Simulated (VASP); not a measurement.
Input of a VASP 6.6.1 run:

The input INCAR:

```
SYSTEM = BaTiO3
PREC = Accurate ; ENCUT = 520
EDIFF = 1E-6 ; ISMEAR = -1
SIGMA = 0.05 ; LREAL = .FALSE.
LASPH = .TRUE. ; NELM = 80
ALGO = Normal ; ISIF = 2
LWAVE = .FALSE. ; LCHARG = .FALSE.
GGA = CA ; NBANDS = 28
```

KPOINTS

```
regular mesh
0
G
  7 7 7
  0 0 0
```

POSCAR

```
BaTiO3
1.0
    3.9181485176      0.0000000000      0.0000000000
    0.0000000000      3.9181485176      0.0000000000
    0.0000000000      0.0000000000      3.9359769848
Ba Ti O
1 1 3
Direct
    0.0000000000      0.0000000000      0.0000000000
    0.5000000000      0.5000000000      0.4900000000
    0.0000000000      0.5000000000      0.5170000000
    0.5000000000      0.0000000000      0.5170000000
    0.5000000000      0.5000000000      0.0190000000
```

Potentials or basis: VASP PAW LDA potentials, release 64 (Ba_sv, Ti_sv, O).

Command:

```console
$ cat potpaw_LDA.64/Ba_sv/POTCAR potpaw_LDA.64/Ti_sv/POTCAR potpaw_LDA.64/O/POTCAR > POTCAR
$ mpirun -np 1 vasp_std > vasp.out
```

Predict the band gap on the k mesh.

1.90 eV, indirect (least direct gap 2.03 eV).

Predict the largest force.

0.157 eV/Å.

Stress tensor (GPa, compression positive):
```
4.71 0.00 0.00
0.00 4.71 0.00
0.00 0.00 5.98
```

Caveat: spin-orbit coupling is left out, which moves the levels of the heavy elements. A k mesh can miss the band edges.
